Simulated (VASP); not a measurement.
Runs of VASP 6.6.1 on Ti. The structure is that of space group I4/mmm (No. 139), or close to it. The cells are those of the table. 

```tsv
cell	further INCAR settings	gap on the mesh (eV)	pressure (GPa)
a = 2.864 Å, angles 111.8, 104.9, 111.8°, 1 atom	ALGO = Fast; EDIFF = 1e-07; NBANDS = 12	none	-8.2
a = 2.851 Å, angles 111.5, 105.5, 111.5°, 1 atom	ALGO = Fast; EDIFF = 1e-06; NBANDS = 12	none	-7.3
a = 2.691 Å, angles 106.8, 115.1, 106.8°, 1 atom	ALGO = Fast; EDIFF = 1e-07; NBANDS = 12	none	(a)
a = 2.712 Å, angles 107.4, 113.6, 107.4°, 1 atom	ALGO = Fast; EDIFF = 1e-06; NBANDS = 12	none	10.0
a = 2.876 Å, angles 112.1, 104.2, 112.1°, 1 atom	ALGO = Fast; EDIFF = 1e-06; NBANDS = 12	none	(b)
```

Alike in all rows: task single point; level PBEsol; potentials or basis VASP PAW PBE potentials, release 64 (Ti_sv); no spin polarisation; k mesh 26 × 26 × 26; cutoff (eV) 520; smearing gaussian 0.15 eV.

Task: Estimate the missing entries.

Result: (a) 13.8; (b) -9.1.

Caveats: the PAW data sets were made with another functional, which shifts forces and pressure a little; the cell stands under tension (at least some runs); the cell stands under pressure (at least some runs).

A gap of «none» marks levels without a gap at the run's occupations.
